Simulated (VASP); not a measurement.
# As (Fd-3m) in VASP: notebook

The runs below take As through single point, with PBE.

Everything below comes from runs of VASP 6.6.1. Logs are shortened: lines on timing, memory, paths and dates and some standing lists are left out, and cuts for length are marked.

### Step 1. The cell of the first run

Symmetry: Fd-3m, No. 227, cubic system. Conventional cell: a = 5.670 Å, b = 5.670 Å, c = 5.670 Å, α = 90.00°, β = 90.00°, γ = 90.00°. Within 3.2 Å of As (site symmetry -43m) lie 4 As at 2.45 Å.

### Step 2. Single point, PBE (volume scaled by 0.8)

Input file INCAR:

```
ALGO = Normal
EDIFF = 1E-7
ENCUT = 520
GGA = PE
ISIF = 2
ISMEAR = -1
LASPH = T
LCHARG = F
LREAL = F
LWAVE = F
NBANDS = 12
NELM = 80
PREC = Accurate
SIGMA = 0.08
```

Input file KPOINTS:

```
k-points
0
Gamma
  13 13 13
```

Input file POSCAR:

```
As
1.0
    0.0000000000      2.8347874775      2.8347874775
    2.8347874775      0.0000000000      2.8347874775
    2.8347874775      2.8347874775      0.0000000000
As
2
Direct
   -0.1250000000     -0.1250000000     -0.1250000000
    0.1250000000      0.1250000000      0.1250000000
```

Potentials or basis: VASP PAW PBE potentials, release 64 (As).

The run is started by

```sh
$ cat potpaw_PBE.64/As/POTCAR > POTCAR
$ mpirun -np 1 vasp_std > vasp.out
```

OUTCAR:

```text
EDIFF = 1E-7
   ENCUT = 520
   GGA = PE
   ISIF = 2
   ISMEAR = -1
   LASPH = T
   LREAL = F
   NELM = 80
   PREC = Accurate

 ion  position               nearest neighbor table
   1  0.875  0.875  0.875-   2 2.45   2 2.45   2 2.45   2 2.45
   2  0.125  0.125  0.125-   1 2.45   1 2.45   1 2.45   1 2.45

  LATTYP: Found a face centered cubic cell.
 ALAT       =     5.6695749550

  Lattice vectors:

 A1 = (   0.0000000000,   2.8347874775,   2.8347874775)
 A2 = (   2.8347874775,   0.0000000000,   2.8347874775)
 A3 = (   2.8347874775,   2.8347874775,   0.0000000000)

Analysis of symmetry for initial positions (statically):
=====================================================================
 Subroutine PRICEL returns:
 Original cell was already a primitive cell.

 Routine SETGRP: Setting up the symmetry group for a
 face centered cubic supercell.

 Subroutine GETGRP returns: Found 48 space group operations
 (whereof 12 operations were pure point group operations)
 out of a pool of 48 trial point group operations.

The static configuration has the point symmetry D_3d.
 The point group associated with its full space group is O_h .

Analysis of symmetry for dynamics (positions and initial velocities):
=====================================================================
 Subroutine PRICEL returns:
 Original cell was already a primitive cell.

 Routine SETGRP: Setting up the symmetry group for a
 face centered cubic supercell.

 Subroutine GETGRP returns: Found 48 space group operations
 (whereof 12 operations were pure point group operations)
 out of a pool of 48 trial point group operations.

The dynamic configuration has the point symmetry D_3d.
 The point group associated with its full space group is O_h .

 Subroutine INISYM returns: Found 48 space group operations
 (whereof 12 operations are pure point group operations),
 and found     1 'primitive' translations

----------------------------------------------------------------------------------------

                                     Primitive cell

  volume of cell :      45.5608

  direct lattice vectors                    reciprocal lattice vectors
     0.000000000  2.834787477  2.834787477    -0.176380065  0.176380065  0.176380065
     2.834787477  0.000000000  2.834787477     0.176380065 -0.176380065  0.176380065
     2.834787477  2.834787477  0.000000000     0.176380065  0.176380065 -0.176380065

  length of vectors
     4.008994897  4.008994897  4.008994897     0.305499234  0.305499234  0.305499234

  position of ions in fractional coordinates (direct lattice)
     0.875000000  0.875000000  0.875000000
     0.125000000  0.125000000  0.125000000

  ion indices of the primitive-cell ions
   primitive index   ion index
                 1           1
                 2           2

----------------------------------------------------------------------------------------

 KPOINTS: k-points

Automatic generation of k-mesh.
 Grid dimensions read from file:
 generate k-points for:   13   13   13

 Generating k-lattice:

  Cartesian coordinates                     Fractional coordinates (reciprocal lattice)
    -0.013567697  0.013567697  0.013567697     0.076923077  0.000000000  0.000000000
     0.013567697 -0.013567697  0.013567697     0.000000000  0.076923077  0.000000000
     0.013567697  0.013567697 -0.013567697     0.000000000  0.000000000  0.076923077

  Length of vectors
     0.023499941  0.023499941  0.023499941

  Shift w.r.t. Gamma in fractional coordinates (k-lattice)
     0.000000000  0.000000000  0.000000000

 Subroutine IBZKPT returns following result:
 ===========================================

 Found     84 irreducible k-points:

 Following reciprocal coordinates:
            Coordinates               Weight
  0.000000  0.000000  0.000000      1.000000
  0.076923  0.000000  0.000000      8.000000
  0.153846  0.000000  0.000000      8.000000
  0.230769  0.000000  0.000000      8.000000
  0.307692  0.000000  0.000000      8.000000
  0.384615  0.000000  0.000000      8.000000
[... 16 lines left out ...]
  0.384615  0.153846  0.000000     24.000000
  0.461538  0.153846  0.000000     24.000000
 [... further k-points ...]
   k-points           NKPTS =     84   k-points in BZ     NKDIM =     84   number of bands    NBANDS=     12
   number of dos      NEDOS =    301   number of ions     NIONS =      2
   total plane-waves  NPLWV =  27000
   dimension x,y,z NGX =    30 NGY =   30 NGZ =   30
   dimension x,y,z NGXF=    60 NGYF=   60 NGZF=   60
   ions per type =               2
   NGX,Y,Z   is equivalent  to a cutoff of  12.44, 12.44, 12.44 a.u.
   NGXF,Y,Z  is equivalent  to a cutoff of  24.88, 24.88, 24.88 a.u.
 SYSTEM =  unknown system
   PREC   = accura    normal or accurate (medium, high low for compatibility)
   ISTART =      0    job   : 0-new  1-cont  2-samecut
   ICHARG =      2    charge: 1-file 2-atom 10-const
   ISPIN  =      1    spin polarized calculation?
   LNONCOLLINEAR =      F non collinear calculations
   LSORBIT =      F    spin-orbit coupling
   LASPH  =      T    aspherical Exc in radial PAW
   ENCUT  =  520.0 eV  38.22 Ry    6.18 a.u.   7.45  7.45  7.45*2*pi/ulx,y,z
   NELM   =     80;   NELMIN=  2; NELMDL= -5     # of ELM steps
   EDIFF  = 0.1E-06   stopping-criterion for ELM
   LREAL  =      F    real-space projection
   EDIFFG = 0.1E-05   stopping-criterion for IOM
   NSW    =      0    number of steps for IOM
   IBRION =     -1    ionic relax: 0-MD 1-quasi-New 2-CG
   NFREE  =      0    steps in history (QN), initial steepest desc. (CG)
   ISIF   =      2    stress and relaxation
   ISYM   =      2    0-nonsym 1-usesym 2-fastsym
   POTIM  = 0.5000    time-step for ionic-motion
   TEBEG  =    0.0;   TEEND  =   0.0 temperature during run
   PSTRESS=    0.0 pullay stress
   NELECT =      10.0000    total number of electrons
   NUPDOWN=      -1.0000    fix difference up-down
   EMIN   =  10.00;   EMAX   =-10.00  energy-range for DOS
   EFERMI =   0.00;   METHOD = LEGACY
   ISMEAR =    -1;   SIGMA  =   0.08  broadening in eV -4-tet -1-fermi 0-gaus
   EFERMI_NEDOS =   21; number of points for ismear=-14 and -15
   IALGO  =     38    algorithm
   IMIX   =      4    mixing-type and parameters
     AMIX     =   0.40;   BMIX     =  1.00
     AMIX_MAG =   1.60;   BMIX_MAG =  1.00
  volume/ion in A,a.u.               =      22.78       153.73
  Fermi-wavevector in a.u.,A,eV,Ry     =   0.987516  1.866135 13.268248  0.975189
  Thomas-Fermi vector in A             =   2.118976
   LORBIT       =      0    0 simple, 1 ext, 2 COOP (PROOUT), +10 PAW based schemes
   GGA     = PE    functional components
   LHFCALC =     F    Hartree Fock is set to
   AEXX    =    0.0000 exact exchange contribution
   IVDW    =     0    specifies the selected vdW correction
   LEPSILON=     F    determine dielectric tensor
   LRPA    =     F    only Hartree local field effects (RPA)
 non-spin polarized calculation
  energy-cutoff  :      520.00
  volume of cell :       45.56
 maximum number of plane-waves:      1247
 NGX is ok and might be reduce to    30
   NGX = 15   NGY = 15   NGZ = 15

 number of electron      10.0000001 magnetization

 Free energy of the ion-electron system (eV)
  ---------------------------------------------------
  ext. energy  EPLUGINS =         0.00000000
  ---------------------------------------------------
  free energy    TOTEN  =        -8.24216340 eV

  energy without entropy =       -8.22368844  energy(sigma->0) =       -8.23292592

 E-fermi :   5.1732     XC(G=0):  -9.5561

 val. band max:        5.1674449248   @ k =  -0.4615   0.3077   0.1538
 cond. band min:       5.2244803215   @ k =   0.2308   0.1538   0.0769
 fundamental gap:      0.0570353967
 Fermi energy:         5.1732341739

 k-point     1 :       0.0000    0.0000    0.0000
  band No.  band energies     occupation
      1     -10.3851      2.00000
      2       0.3850      2.00000
      3       2.4222      2.00000
      4       2.4222      2.00000
      5       2.4222      2.00000
      6       5.4689      0.04848
      7       5.4689      0.04848
      8       5.4689      0.04848
      9      10.0471      0.00000
     10      12.9930      0.00000
     11      12.9930      0.00000
     12      14.9698      0.00000

 k-point     2 :       0.0769    0.0000    0.0000
  band No.  band energies     occupation
      1     -10.3197      2.00000
      2      -0.2038      2.00000
      3       2.3149      2.00000
      4       2.3149      2.00000
      5       2.7037      2.00000
      6       5.6226      0.00724
      7       5.6226      0.00724
      8       5.6552      0.00483
      9      10.3758      0.00000
     10      12.6550      0.00000
     11      12.6550      0.00000
     12      14.6557      0.00000

 k-point     3 :       0.1538    0.0000    0.0000
  band No.  band energies     occupation
      1     -10.1265      2.00000
      2      -1.3292      2.00000
      3       2.0616      2.00000
      4       2.0616      2.00000
      5       2.8933      2.00000
      6       5.9889      0.00007
      7       5.9889      0.00007
      8       6.3335      0.00000
      9      11.1644      0.00000
     10      12.2004      0.00000
     11      12.2004      0.00000
     12      14.1829      0.00000
[... 286 lines left out ...]
 k-point    23 :       0.3846    0.1538    0.0000
  band No.  band energies     occupation
      1      -9.0318      2.00000
      2      -4.2342      2.00000
      3       0.3096      2.00000
      4       0.8594      2.00000
      5       4.1149      2.00000
      6       6.0225      0.00005
      7       7.8444      0.00000
      8       8.4055      0.00000
      9      12.0050      0.00000
     10      13.0572      0.00000
     11      14.0969      0.00000
     12      15.5754      0.00000

 k-point    24 :       0.4615    0.1538    0.0000
  band No.  band energies     occupation
      1      -8.6067      2.00000
      2      -4.9982      2.00000
      3      -0.0133      2.00000
      4       0.8290      2.00000
      5       3.9630      2.00000
      6       6.4807      0.00000
      7       7.7940      0.00000
      8       9.1157      0.00000
      9      12.7669      0.00000
     10      13.2485      0.00000
     11      14.7375      0.00000
     12      14.7795      0.00000

 [... further k-points ...]
[... 5 lines left out ...]
  --------------------------------------------------------------------------------------
  -------------------------------------------------------------------------------------
  Total        4.6203153      4.6203153      4.6203153     -0.0000000      0.0000000      0.0000000
  in kB      162.4765482    162.4765482    162.4765482     -0.0000000      0.0000000      0.0000000
  external PRESSURE =     162.4765482 kB  Pullay stress =       0.0000000 kB

 VOLUME and BASIS-vectors are now :
 -----------------------------------------------------------------------------
  energy-cutoff  :      520.00
  volume of cell :       45.56
      direct lattice vectors                 reciprocal lattice vectors
     0.000000000  2.834787477  2.834787477    -0.176380065  0.176380065  0.176380065
     2.834787477  0.000000000  2.834787477     0.176380065 -0.176380065  0.176380065
     2.834787477  2.834787477  0.000000000     0.176380065  0.176380065 -0.176380065

 POSITION                                       TOTAL-FORCE (eV/Angst)
 -----------------------------------------------------------------------------------
      4.96088      4.96088      4.96088         0.000000     -0.000000     -0.000000
      0.70870      0.70870      0.70870        -0.000000      0.000000      0.000000
 -----------------------------------------------------------------------------------
    total drift:                               -0.000000      0.000000      0.000000

  FREE ENERGIE OF THE ION-ELECTRON SYSTEM (eV)
  ---------------------------------------------------
  free  energy   TOTEN  =        -8.2421634000 eV

  energy  without entropy=       -8.2236884371  energy(sigma->0) =       -8.23292592
```

Wall time 78 s (1 thread of AMD EPYC 7R13, shared host); peak memory 0.16 GiB.

Results:

```yaml
Free_energy: -8.2422 eV
Pressure: 16.2 GPa
Band_gap_on_the_k_mesh: zero (band 5 reaches 6.27 eV, above the bottom of band 6 at 4.15 eV)
```

### Step 3. Single point, PBE (volume scaled by 0.8)

Input file INCAR:

```
SYSTEM = As
PREC = Accurate ; ENCUT = 520
EDIFF = 1E-7 ; ISMEAR = -1
SIGMA = 0.08 ; LREAL = .FALSE.
LASPH = .TRUE. ; NELM = 60
ALGO = Normal ; ISIF = 2
LWAVE = .FALSE. ; LCHARG = .FALSE.
GGA = PE ; NBANDS = 12
```

Input file KPOINTS:

```
Automatic mesh
0
G
  13 13 13
  0 0 0
```

POSCAR is that of step 2.

Potentials or basis: VASP PAW PBE potentials, release 64 (As).

The run is started by

```sh
$ cat potpaw_PBE.64/As/POTCAR > POTCAR
$ mpirun -np 1 vasp_std > vasp.out
```

It took 71 s on 1 thread of AMD EPYC 7R13, shared host; peak memory 0.16 GiB.

Results (log left out):

```
Free energy            : -8.2422 eV
Pressure               : 16.2 GPa
Band gap on the k mesh : zero (band 5 reaches 6.27 eV, above the bottom of band 6 at 4.15 eV)
```

Levels at points of the mesh, in eV from the Fermi level:
| k point | band 1 | band 2 | band 3 | band 4 | band 5 | band 6 | band 7 | band 8 | band 9 | band 10 |
| --- | --- | --- | --- | --- | --- | --- | --- | --- | --- | --- |
| (0.00, 0.00, 0.00) | -15.56 | -4.79 | -2.75 | -2.75 | -2.75 | 0.30 | 0.30 | 0.30 | 4.87 | 7.82 |

[end of part 1 of 2]
